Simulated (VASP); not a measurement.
Set up this calculation in VASP 6.6.1, as the native input.

```yaml
Task: single point
Functional: PBE
Potentials_or_basis: VASP PAW PBE potentials, release 64 (Be, Te)
Cutoff: 600 eV
k_mesh: 5 × 5 × 5
Occupations: gaussian, width 0.2 eV
Spin: no spin polarisation
Dipole_correction: no
Further_INCAR_settings: ALGO = Normal; EDIFF = 1e-06; NBANDS = 14
```

The structure of Be3Te lies in POSCAR:

```
Be3Te
1.0
    2.1600224301      1.2470895314      4.4781046831
   -2.1600224301      1.2470895314      4.4781046831
    0.0000000000     -2.4941790629      4.4781046831
Be Te
3 1
Direct
    0.6938385961      0.1937686209      0.6938385961
    0.6938385961      0.6938385961      0.1937686209
    0.1937686209      0.6938385961      0.6938385961
    0.6937039070      0.6937039070      0.6937039070
```

The cell was generated, and may not be a known phase.

One way to write it, as run:

INCAR

```
PREC = Accurate
ENCUT = 600
EDIFF = 1E-6
ISMEAR = 0
SIGMA = 0.2
LREAL = False
LASPH = True
NELM = 120
ALGO = Normal
ISIF = 2
LWAVE = False
LCHARG = False
GGA = PE
NBANDS = 14
GGA_COMPAT = False
```

KPOINTS

```
regular mesh
0
Gamma
  5 5 5
```

Potentials or basis: VASP PAW PBE potentials, release 64 (Be, Te).

Launch:

```bash
$ cat potpaw_PBE.64/Be/POTCAR potpaw_PBE.64/Te/POTCAR > POTCAR
$ mpirun -np 1 vasp_std > vasp.out
```

Results of the run:

```
Pressure               : -0.3 GPa
Largest force          : 0.006 eV/Å
Band gap on the k mesh : zero (bands 6 and 7 overlap by 1.37 eV)
```

Caveat: spin-orbit coupling is left out, which moves the levels of the heavy elements.

It took 39 s on 1 thread of Intel(R) Xeon(R) Platinum 8488C (Sapphire Rapids) (shared host), peak memory 0.25 GiB.
